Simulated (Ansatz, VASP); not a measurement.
## F in VASP and in Ansatz

Contents of INCAR:

```
ALGO = Normal ; EDIFF = 1E-7
EDIFFG = -0.04 ; ENCUT = 910
GGA = PE ; GGA_COMPAT = False
IBRION = 2 ; ISIF = 3
ISMEAR = 0 ; LASPH = True
LCHARG = False ; LREAL = False
LWAVE = False ; NELM = 120
NELMIN = 4 ; NSW = 90
PREC = Accurate ; SIGMA = 0.1
```

Contents of KPOINTS:

```
k-points
0
Gamma
  10 10 10
```

POSCAR

```
F
1.0
   -1.0735545700      1.0735545700      2.5889177900
    1.0735545700     -1.0735545700      2.5889177900
    1.0735545700      1.0735545700     -2.5889177900
F
6
Direct
    0.7872112300      0.7872112300      0.0000000000
    0.5372112300      0.0372112300      0.5000000000
    0.9627887700      0.4627887700      0.5000000000
    0.2127887700      0.2127887700      0.0000000000
    0.0000000000      0.0000000000      0.0000000000
    0.7500000000      0.2500000000      0.5000000000
```

Input for Ansatz:

```yaml
crystal:
  lattice:
    - [-1.07355457, 1.07355457, 2.58891779]
    - [1.07355457, -1.07355457, 2.58891779]
    - [1.07355457, 1.07355457, -2.58891779]
  atoms:
    - { symbol: F, position: [0.78721123, 0.78721123, 0.0] }
    - { symbol: F, position: [0.53721123, 0.03721123, 0.5] }
    - { symbol: F, position: [0.96278877, 0.46278877, 0.5] }
    - { symbol: F, position: [0.21278877, 0.21278877, 0.0] }
    - { symbol: F, position: [0.0, 0.0, 0.0] }
    - { symbol: F, position: [0.75, 0.25, 0.5] }
basis:
  ecutwfc: 420
kpoints:
  mp_grid: { grid: [10, 10, 10] }
hamiltonian:
  xc: pbe
scf:
  occupations: { method: gaussian, width: 0.1 }
  lower_state_search: "off"
output:
  forces: true
  stress: true
  eigenvalues: true
relax:
  adjacent_minimum: "off"
  f_tol: 0.04
  max_steps: 70
  cell: { stress_tol: 0.4 }
```

Alike in both runs: task relaxation of cell and atoms; functional PBE; k mesh 10 × 10 × 10; occupations gaussian, width 0.1 eV; no spin polarisation.

|  | VASP | Ansatz |
| --- | --- | --- |
| version | VASP 6.6.1 | Ansatz 0.2.0 |
| potentials or method | VASP PAW PBE potentials, release 64 (F_h), cutoff 910 eV | scalar-relativistic, plane waves, PAW |
| valence electrons in the cell | 42 | 42 |

|  | VASP | Ansatz | Ansatz less VASP |
| --- | --- | --- | --- |
| gap on the k mesh at the Fermi level, each at its own relaxed structure (eV) | none | none | - |
| relaxed volume (Å³/atom) | 4.50 | 14.35 | +9.846 |
| relaxed cell length with the largest relative difference (Å) | 3.825 | 6.957 | +3.1323 |

A gap of «none» marks a metal or a gap that the smearing closes. One of these differences is far larger than is usual between the two programs; its cause wasn't traced.

The k mesh is coarse, so the values compare programs but aren't converged. Noted on VASP's run: the cutoff is short for stress, so the pressure is rough; the volume moved by over 15 % at a fixed basis, so the end points are rough.
